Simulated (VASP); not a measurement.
Here is a VASP 6.6.1 calculation.

The input INCAR:

```
PREC = Accurate
ENCUT = 520
EDIFF = 1E-6
ISMEAR = 0
SIGMA = 0.05
LREAL = False
LASPH = True
NELM = 100
ALGO = Normal
ISIF = 2
LWAVE = False
LCHARG = True
GGA = PE
LELF = True
LVHAR = True
NBANDS = 40
```

Contents of KPOINTS:

```
regular mesh
0
Gamma
  4 4 4
```

Contents of POSCAR:

```
Si4O7
1.0
    5.0799801732      0.0000000000      0.0000000000
    0.0000000000      5.0799801732      0.0000000000
    0.0000000000      0.0000000000      7.0914769300
Si O
4 7
Direct
    0.2944292339      0.2944292339      0.0000000000
    0.2055707661      0.7944292339      0.2500000000
    0.7055707661      0.7055707661      0.5000000000
    0.7944292339      0.2055707661      0.7500000000
    0.4053663613      0.7409644515      0.4248320116
    0.7590355485      0.9053663613      0.6748320116
    0.5946336387      0.2590355485      0.9248320116
    0.7409644515      0.4053663613      0.5751679884
    1.2343424440      1.2041493318      0.1777984349
    0.2590355485      0.5946336387      0.0751679884
    0.0946336387      0.2409644515      0.8251679884
```

Potentials or basis: VASP PAW PBE potentials, release 64 (Si, O).

The run is started by

```bash
$ cat potpaw_PBE.64/Si/POTCAR potpaw_PBE.64/O/POTCAR > POTCAR
$ mpirun -np 1 vasp_std > vasp.out
```

Q: What does it give for the band gap on the k mesh?

A: 2.26 eV.

Q: Estimate the largest force.

A: 19.418 eV/Å.

Q: Estimate the pressure.

A: 5.2 GPa.

Forces on the atoms (eV/Å):
```
Si    3.004   5.289 -12.924
Si   -2.268   1.088   0.040
Si    1.960   0.198  -0.712
Si    0.309   0.108   0.466
O     0.347   0.376  -0.274
O    -0.080  -0.093  -0.044
O     0.310  -0.187  -0.449
O    -0.102   0.149  -0.283
O    -3.451 -11.522  15.245
O     0.144   4.763  -0.552
O    -0.172  -0.169  -0.512
```

Caveat: the cell differs from its parent crystal (atoms taken out, atom 9 moved 1.125 of the way to it and +0.450 Å across, host rigid).
